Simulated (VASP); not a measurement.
## SiC7: single point with PBE

SiC7:

```
C Si
1.0
    -3.83012   -3.78575   -0.00183
     0.01123    3.77635    3.82392
    -3.82476    3.77855   -3.83736
C Si
21 3
Direct
  0.52203 0.01656 0.02368
  0.99963 0.99152 0.00616
  0.83621 0.17666 0.66845
  0.67566 0.33746 0.34946
  0.15899 0.33125 0.33338
  0.97244 0.48172 0.00874
  0.84799 0.67441 0.65788
  0.32303 0.67484 0.62700
  0.67402 0.83923 0.34275
  0.16056 0.82917 0.32196
  0.31754 0.12363 0.93996
  0.83338 0.16944 0.92257
  0.69871 0.35218 0.58476
  0.14921 0.34763 0.57041
  0.50661 0.50229 0.28566
  0.99356 0.49755 0.24572
  0.86096 0.68221 0.90379
  0.67288 0.84477 0.57740
  0.15498 0.81821 0.55241
  0.50878 0.00445 0.25912
  0.99618 0.99545 0.24824
  0.33263 0.16997 0.66720
  0.51890 0.48196 0.01483
  0.31505 0.68157 0.89949
```

* Program: VASP 6.6.1
* Task: single point
* Functional: PBE
* Potentials or basis: VASP PAW PBE potentials, release 64 (C, Si)
* Cutoff: 520 eV
* k mesh: 3 × 3 × 2, shifted
* Occupations: gaussian, width 0.1 eV
* Spin: no spin polarisation

```
Pressure               : 0.0 GPa
Largest force          : 0.033 eV/Å
Band gap on the k mesh : 1.43 eV (least direct gap 1.68 eV)
```

Forces in eV/Å, atoms in the order of the input:
```
C    0.008 -0.019 -0.016
C    0.008  0.011  0.004
C   -0.001  0.001 -0.013
C    0.005 -0.011 -0.002
C    0.015 -0.015  0.013
C   -0.008 -0.003  0.019
C    0.008  0.015  0.011
C   -0.023  0.019 -0.008
C    0.005 -0.007  0.004
C   -0.006 -0.015  0.016
C    0.000 -0.002  0.033
C    0.003 -0.025 -0.009
C    0.006  0.024 -0.015
C   -0.015 -0.004 -0.023
C    0.008 -0.012  0.013
C   -0.008  0.006 -0.006
C    0.010  0.011 -0.014
C   -0.003  0.003 -0.011
C   -0.009  0.025  0.011
C   -0.013  0.005 -0.001
C    0.002  0.005 -0.007
Si   0.000 -0.005 -0.004
Si   0.013 -0.006  0.006
Si  -0.006  0.000  0.000
```

Stress tensor (GPa, compression positive):
```
 0.01  0.01  0.08
 0.01 -0.08  0.06
 0.08  0.06  0.02
```

Levels at points of the mesh, in eV from the valence-band top:
```tsv
k point	band 45	band 46	band 47	band 48	band 49	band 50	band 51	band 52
(0.00, 0.00, 0.25)	-2.13	-1.92	-0.98	0.00	1.68	1.94	2.03	2.41
```

Run time: 4.8 min on 1 thread of Intel(R) Xeon(R) Platinum 8259CL CPU @ 2.50GHz (Skylake/Cascade Lake), on a shared host, peak memory 0.28 GiB.

Caveat: the k points lie up to 0.48 Å⁻¹ apart; a shifted mesh leaves out Γ, where band edges can lie. A k mesh can miss the band edges.
